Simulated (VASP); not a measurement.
# NbAs (I4_1md) in VASP: single point with PBE

Aim: the single point of NbAs with PBE.

Everything below comes from runs of VASP 6.6.1. Logs are shortened: lines on timing, memory, paths and dates and some standing lists are left out, and cuts for length are marked.

### 1 The cell of the first run

The structure is tetragonal, space group I4_1md (No. 109). Conventional cell: a = 3.452 Å, b = 3.452 Å, c = 11.680 Å, α = 90.00°, β = 90.00°, γ = 90.00°. Within 3.5 Å of Nb (site symmetry 2mm) lie 6 As at 2.62 Å and 8 Nb at 3.39 to 3.45 Å. As (site symmetry 2mm) has 6 Nb at 2.62 Å and 8 As at 3.39 to 3.45 Å within 3.5 Å.

### 2 Single point, PBE

INCAR reads:

```
SYSTEM = NbAs
PREC = Accurate ; ENCUT = 520
EDIFF = 1E-6 ; ISMEAR = 0
SIGMA = 0.05 ; LREAL = .FALSE.
LASPH = .TRUE. ; NELM = 80
ALGO = Normal ; ISIF = 2
LWAVE = .FALSE. ; LCHARG = .FALSE.
GGA = PE ; NBANDS = 26
```

KPOINTS reads:

```
regular mesh
0
G
  9 9 9
  0 0 0
```

POSCAR reads:

```
NbAs
1.0
   -1.7258500000      1.7258500000      5.8400000000
    1.7258500000     -1.7258500000      5.8400000000
    1.7258500000      1.7258500000     -5.8400000000
Nb As
2 2
Direct
    0.7488754958      0.7488754958      0.0000000000
    0.4988754958     -0.0011245042      0.5000000000
    0.1671245042      0.1671245042      0.0000000000
    0.9171245042      0.4171245042      0.5000000000
```

Potentials or basis: VASP PAW PBE potentials, release 64 (Nb_sv, As).

Started as:

```bash
> cat potpaw_PBE.64/Nb_sv/POTCAR potpaw_PBE.64/As/POTCAR > POTCAR
> mpirun -np 1 vasp_std > vasp.out
```

OUTCAR:

```text
SYSTEM = NbAs
   PREC = Accurate
   ENCUT = 520
   EDIFF = 1E-6
   ISMEAR = 0
   LREAL = .FALSE.
   LASPH = .TRUE.
   NELM = 80
   ISIF = 2
   GGA = PE

 ion  position               nearest neighbor table
   1  0.749  0.749  0.000-   4 2.62   4 2.62   3 2.62   3 2.62   3 2.62   3 2.62
   2  0.499  0.999  0.500-   3 2.62   3 2.62   4 2.62   4 2.62   4 2.62   4 2.62
   3  0.167  0.167  0.000-   2 2.62   2 2.62   1 2.62   1 2.62   1 2.62   1 2.62
   4  0.917  0.417  0.500-   1 2.62   1 2.62   2 2.62   2 2.62   2 2.62   2 2.62

  LATTYP: Found a body centered tetragonal cell.
 ALAT       =     3.4517000000
 C/A-ratio  =     3.3838398470

  Lattice vectors:

 A1 = (  -1.7258500000,   1.7258500000,   5.8400000000)
 A2 = (   1.7258500000,  -1.7258500000,   5.8400000000)
 A3 = (   1.7258500000,   1.7258500000,  -5.8400000000)

Analysis of symmetry for initial positions (statically):
=====================================================================
 Subroutine PRICEL returns:
 Original cell was already a primitive cell.

 Routine SETGRP: Setting up the symmetry group for a
 body centered tetragonal supercell.

 Subroutine GETGRP returns: Found  8 space group operations
 (whereof  4 operations were pure point group operations)
 out of a pool of 16 trial point group operations.

The static configuration has the point symmetry C_2v.
 The point group associated with its full space group is C_4v.

Analysis of symmetry for dynamics (positions and initial velocities):
=====================================================================
 Subroutine PRICEL returns:
 Original cell was already a primitive cell.

 Routine SETGRP: Setting up the symmetry group for a
 body centered tetragonal supercell.

 Subroutine GETGRP returns: Found  8 space group operations
 (whereof  4 operations were pure point group operations)
 out of a pool of 16 trial point group operations.

The dynamic configuration has the point symmetry C_2v.
 The point group associated with its full space group is C_4v.

 Subroutine INISYM returns: Found  8 space group operations
 (whereof  4 operations are pure point group operations),
 and found     1 'primitive' translations

----------------------------------------------------------------------------------------

                                     Primitive cell

  volume of cell :      69.5791

  direct lattice vectors                    reciprocal lattice vectors
    -1.725850000  1.725850000  5.840000000     0.000000000  0.289712316  0.085616438
     1.725850000 -1.725850000  5.840000000     0.289712316  0.000000000  0.085616438
     1.725850000  1.725850000 -5.840000000     0.289712316  0.289712316  0.000000000

  length of vectors
     6.329511549  6.329511549  6.329511549     0.302098329  0.302098329  0.409715086

  position of ions in fractional coordinates (direct lattice)
     0.748875496  0.748875496  0.000000000
     0.498875496  0.998875496  0.500000000
     0.167124504  0.167124504  0.000000000
     0.917124504  0.417124504  0.500000000

  ion indices of the primitive-cell ions
   primitive index   ion index
                 1           1
                 2           2
                 3           3
                 4           4

----------------------------------------------------------------------------------------

 KPOINTS: regular mesh

Automatic generation of k-mesh.
 Grid dimensions read from file:
 generate k-points for:    9    9    9

 Generating k-lattice:

  Cartesian coordinates                     Fractional coordinates (reciprocal lattice)
     0.000000000  0.032190257  0.009512938     0.111111111 -0.000000000  0.000000000
     0.032190257  0.000000000  0.009512938    -0.000000000  0.111111111  0.000000000
     0.032190257  0.032190257  0.000000000     0.000000000  0.000000000  0.111111111

  Length of vectors
     0.033566481  0.033566481  0.045523898

  Shift w.r.t. Gamma in fractional coordinates (k-lattice)
     0.000000000  0.000000000  0.000000000

 Subroutine IBZKPT returns following result:
 ===========================================

 Found     75 irreducible k-points:

 Following reciprocal coordinates:
            Coordinates               Weight
  0.000000  0.000000  0.000000      1.000000
  0.111111  0.000000 -0.000000      8.000000
  0.222222  0.000000 -0.000000      8.000000
  0.333333  0.000000 -0.000000      8.000000
  0.444444  0.000000 -0.000000      8.000000
  0.111111  0.111111 -0.000000      8.000000
[... 16 lines left out ...]
 -0.333333  0.333333  0.000000      4.000000
  0.444444  0.444444 -0.000000      8.000000
 [... further k-points ...]
   k-points           NKPTS =     75   k-points in BZ     NKDIM =     75   number of bands    NBANDS=     26
   number of dos      NEDOS =    301   number of ions     NIONS =      4
   total plane-waves  NPLWV = 110592
   dimension x,y,z NGX =    48 NGY =   48 NGZ =   48
   dimension x,y,z NGXF=    96 NGYF=   96 NGZF=   96
   ions per type =               2   2
   NGX,Y,Z   is equivalent  to a cutoff of  12.61, 12.61, 12.61 a.u.
   NGXF,Y,Z  is equivalent  to a cutoff of  25.21, 25.21, 25.21 a.u.
 SYSTEM =  NbAs
   PREC   = accura    normal or accurate (medium, high low for compatibility)
   ISTART =      0    job   : 0-new  1-cont  2-samecut
   ICHARG =      2    charge: 1-file 2-atom 10-const
   ISPIN  =      1    spin polarized calculation?
   LNONCOLLINEAR =      F non collinear calculations
   LSORBIT =      F    spin-orbit coupling
   LASPH  =      T    aspherical Exc in radial PAW
   ENCUT  =  520.0 eV  38.22 Ry    6.18 a.u.  11.77 11.77 11.77*2*pi/ulx,y,z
   NELM   =     80;   NELMIN=  2; NELMDL= -5     # of ELM steps
   EDIFF  = 0.1E-05   stopping-criterion for ELM
   LREAL  =      F    real-space projection
   EDIFFG = 0.1E-04   stopping-criterion for IOM
   NSW    =      0    number of steps for IOM
   IBRION =     -1    ionic relax: 0-MD 1-quasi-New 2-CG
   NFREE  =      0    steps in history (QN), initial steepest desc. (CG)
   ISIF   =      2    stress and relaxation
   ISYM   =      2    0-nonsym 1-usesym 2-fastsym
   POTIM  = 0.5000    time-step for ionic-motion
   TEBEG  =    0.0;   TEEND  =   0.0 temperature during run
   PSTRESS=    0.0 pullay stress
   NELECT =      36.0000    total number of electrons
   NUPDOWN=      -1.0000    fix difference up-down
   EMIN   =  10.00;   EMAX   =-10.00  energy-range for DOS
   EFERMI =   0.00;   METHOD = LEGACY
   ISMEAR =     0;   SIGMA  =   0.05  broadening in eV -4-tet -1-fermi 0-gaus
   EFERMI_NEDOS =   21; number of points for ismear=-14 and -15
   IALGO  =     38    algorithm
   IMIX   =      4    mixing-type and parameters
     AMIX     =   0.40;   BMIX     =  1.00
     AMIX_MAG =   1.60;   BMIX_MAG =  1.00
  volume/ion in A,a.u.               =      17.39       117.39
  Fermi-wavevector in a.u.,A,eV,Ry     =   1.314264  2.483599 23.501213  1.727290
  Thomas-Fermi vector in A             =   2.444529
   LORBIT       =      0    0 simple, 1 ext, 2 COOP (PROOUT), +10 PAW based schemes
   GGA     = PE    functional components
   LHFCALC =     F    Hartree Fock is set to
   AEXX    =    0.0000 exact exchange contribution
   IVDW    =     0    specifies the selected vdW correction
   LEPSILON=     F    determine dielectric tensor
   LRPA    =     F    only Hartree local field effects (RPA)
 non-spin polarized calculation
 Gauss-broadening in eV      SIGMA  =   0.05
  energy-cutoff  :      520.00
  volume of cell :       69.58
 maximum number of plane-waves:      1898
   NGX = 23   NGY = 23   NGZ = 23

 number of electron      36.0000000 magnetization

 Free energy of the ion-electron system (eV)
  ---------------------------------------------------
  ext. energy  EPLUGINS =         0.00000000
  ---------------------------------------------------
  free energy    TOTEN  =       -32.50972682 eV

  energy without entropy =      -32.50849281  energy(sigma->0) =      -32.50910981

 E-fermi :   9.6775     XC(G=0): -11.8496

 val. band max:        9.6035072398   @ k =  -0.1111  -0.4444   0.1111
 cond. band min:       9.6985800844   @ k =  -0.3333   0.4444   0.3333
 fundamental gap:      0.0950728446
 Fermi energy:         9.6774971412

 k-point     1 :       0.0000    0.0000    0.0000
  band No.  band energies     occupation
      1     -45.4826      2.00000
      2     -45.4542      2.00000
      3     -21.6955      2.00000
      4     -21.5911      2.00000
      5     -21.5911      2.00000
      6     -21.4414      2.00000
[... 18 lines left out ...]
     25      13.5445      0.00000
     26      13.5448      0.00000

 k-point     2 :       0.1111    0.0000   -0.0000
  band No.  band energies     occupation
      1     -45.4806      2.00000
      2     -45.4535      2.00000
      3     -21.6878      2.00000
      4     -21.6143      2.00000
      5     -21.5889      2.00000
      6     -21.4649      2.00000
[... 18 lines left out ...]
     25      13.7753      0.00000
     26      14.0404      0.00000

 k-point     3 :       0.2222    0.0000   -0.0000
  band No.  band energies     occupation
      1     -45.4753      2.00000
      2     -45.4518      2.00000
      3     -21.6967      2.00000
      4     -21.6434      2.00000
      5     -21.5831      2.00000
      6     -21.5199      2.00000
[... 18 lines left out ...]
     25      14.0593      0.00000
     26      15.0275      0.00000

 k-point     4 :       0.3333    0.0000   -0.0000
  band No.  band energies     occupation
      1     -45.4688      2.00000
      2     -45.4502      2.00000
      3     -21.7608      2.00000
      4     -21.6289      2.00000
      5     -21.5765      2.00000
      6     -21.5682      2.00000
[... 18 lines left out ...]
     25      14.0056      0.00000
     26      15.7316      0.00000

 k-point     5 :       0.4444    0.0000   -0.0000
  band No.  band energies     occupation
      1     -45.4642      2.00000
      2     -45.4496      2.00000
      3     -21.8060      2.00000
      4     -21.6439      2.00000
      5     -21.5721      2.00000
      6     -21.5653      2.00000
[... 18 lines left out ...]
     25      14.4516      0.00000
     26      15.8312      0.00000

 k-point     6 :       0.1111    0.1111   -0.0000
  band No.  band energies     occupation
      1     -45.4782      2.00000
      2     -45.4532      2.00000
      3     -21.6768      2.00000
      4     -21.6165      2.00000
      5     -21.6075      2.00000
      6     -21.4647      2.00000
[... 427 lines left out ...]
 k-point    21 :       0.4444    0.3333    0.0000
  band No.  band energies     occupation
      1     -45.4508      2.00000
      2     -45.4455      2.00000
      3     -21.7782      2.00000
      4     -21.7280      2.00000
      5     -21.6081      2.00000
      6     -21.5665      2.00000
[... 18 lines left out ...]
     25      14.7385      0.00000
     26      15.0613      0.00000

 k-point    22 :      -0.4444    0.3333    0.0000
  band No.  band energies     occupation
      1     -45.4528      2.00000
      2     -45.4435      2.00000
      3     -21.7774      2.00000
      4     -21.7270      2.00000
      5     -21.6089      2.00000
      6     -21.5692      2.00000
[... 18 lines left out ...]
     25      14.6844      0.00000
     26      15.2162      0.00000

 k-point    23 :      -0.3333    0.3333    0.0000
  band No.  band energies     occupation
      1     -45.4577      2.00000
      2     -45.4437      2.00000
      3     -21.7345      2.00000
      4     -21.7337      2.00000
      5     -21.5895      2.00000
      6     -21.5704      2.00000
[... 18 lines left out ...]
     25      14.3742      0.00000
     26      15.6586      0.00000

 k-point    24 :       0.4444    0.4444   -0.0000
  band No.  band energies     occupation
      1     -45.4460      2.00000
      2     -45.4452      2.00000
      3     -21.7699      2.00000
      4     -21.7692      2.00000
      5     -21.6008      2.00000
      6     -21.5998      2.00000
[... 18 lines left out ...]
     25      15.1563      0.00000
     26      15.2733      0.00000

 [... further k-points ...]
[... 5 lines left out ...]
  --------------------------------------------------------------------------------------
  -------------------------------------------------------------------------------------
  Total        1.4653309      1.4653309      1.2507818      0.0000000      0.0000000      0.0000000
  in kB       33.7417307     33.7417307     28.8013732      0.0000000      0.0000000      0.0000000
  external PRESSURE =      32.0949448 kB  Pullay stress =       0.0000000 kB

 VOLUME and BASIS-vectors are now :
 -----------------------------------------------------------------------------
  energy-cutoff  :      520.00
  volume of cell :       69.58
      direct lattice vectors                 reciprocal lattice vectors
    -1.725850000  1.725850000  5.840000000     0.000000000  0.289712316  0.085616438
     1.725850000 -1.725850000  5.840000000     0.289712316  0.000000000  0.085616438
     1.725850000  1.725850000 -5.840000000     0.289712316  0.289712316  0.000000000

 POSITION                                       TOTAL-FORCE (eV/Angst)
 -----------------------------------------------------------------------------------
      0.00000      0.00000      8.74687        -0.000000     -0.000000     -0.001684
      1.72585     -0.00000      5.82687         0.000000      0.000000     -0.001684
      0.00000      0.00000      1.95201        -0.000000     -0.000000      0.001684
      0.00000      1.72585      4.87201         0.000000      0.000000      0.001684
 -----------------------------------------------------------------------------------
    total drift:                                0.000000      0.000000      0.000052

  FREE ENERGIE OF THE ION-ELECTRON SYSTEM (eV)
  ---------------------------------------------------
  free  energy   TOTEN  =       -32.5097268196 eV

  energy  without entropy=      -32.5084928083  energy(sigma->0) =      -32.50910981
```

It took 2.2 min on 1 thread of Intel Xeon Platinum 8559C (Emerald Rapids), shared host; peak memory 0.39 GiB.

What came out:

- Free energy: -32.5097 eV
- Pressure: 3.2 GPa
